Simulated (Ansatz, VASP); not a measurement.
One calculation of CdSe, two programs

```
Cd Se
1.0
     4.24188    0.00000    0.00000
    -2.12094    3.67358    0.00000
     0.00000    0.00000    6.92512
Cd Se
2 2
Cartesian
  2.1209 1.2245 3.4626
  0.0000 2.4491 0.0000
  2.1209 1.2245 6.1287
  0.0000 2.4491 2.6662
```

Change from the starting cell: volume scaled by 0.96.

Alike in both runs: task single point; functional PBEsol; k mesh 7 × 7 × 4; occupations fermi-dirac, width 0.05 eV; no spin polarisation.

```csv
,VASP,Ansatz
version,VASP 6.6.1,Ansatz 0.2.0
potentials or method,"VASP PAW PBE potentials, release 64 (Cd, Se), cutoff 520 eV","all-electron LAPW, scalar-relativistic"
```

Ansatz gave:

| Item | Value |
| --- | --- |
| gap on the k mesh at the Fermi level (eV) | 0.66 |
| least direct gap on the mesh (eV) | 0.66 |
| pressure (GPa) | 2.5 |
| traceless stress, the component that is largest in VASP (GPa) | -1.57 |
| rms of the force components (eV/Å) | 0.178 |

What did VASP give for the same quantities?

gap on the k mesh at the Fermi level (eV): 0.66; least direct gap on the mesh (eV): 0.66; pressure (GPa): 2.9; traceless stress, the component that is largest in VASP (GPa): -1.63; rms of the force components (eV/Å): 0.184.

VASP's potentials were made for PBE, not for PBEsol. Atom by atom the forces differ by 0.006 eV/Å (rms over components). Ansatz ran all-electron here, and VASP with PAW potentials.
